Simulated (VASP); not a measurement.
Here is a VASP 6.6.1 calculation.

INCAR

```
PREC = Accurate ; ENCUT = 520
EDIFF = 1E-7 ; ISMEAR = -1
SIGMA = 0.05 ; LREAL = False
LASPH = True ; NELM = 60
ALGO = Normal ; ISIF = 2
LWAVE = False ; LCHARG = True
GGA = PE ; LELF = True
LVHAR = True ; NBANDS = 17
```

Contents of KPOINTS:

```
regular mesh
0
Gamma
  12 12 12
```

File POSCAR:

```
TiSi2
1.0
   -1.4728720000      1.7121300000      4.2120830000
    1.4728720000     -1.7121300000      4.2120830000
    1.4728720000      1.7121300000     -4.2120830000
Ti Si
1 2
Direct
    0.0000000000      0.0000000000      0.0000000000
    0.6700780000      0.6700780000      0.0000000000
    0.3299220000      0.3299220000      0.0000000000
```

Potentials or basis: VASP PAW PBE potentials, release 64 (Ti_sv, Si).

Command:

```console
$ cat potpaw_PBE.64/Ti_sv/POTCAR potpaw_PBE.64/Si/POTCAR > POTCAR
$ mpirun -np 1 vasp_std > vasp.out
```

(1) Predict the largest force.

(2) Predict the pressure.

(3) Estimate the band gap on the k mesh.

Results:

(1) 0.013 eV/Å.

(2) 0.2 GPa.

(3) zero (band 10 reaches 11.33 eV, above the bottom of band 11 at 9.00 eV).
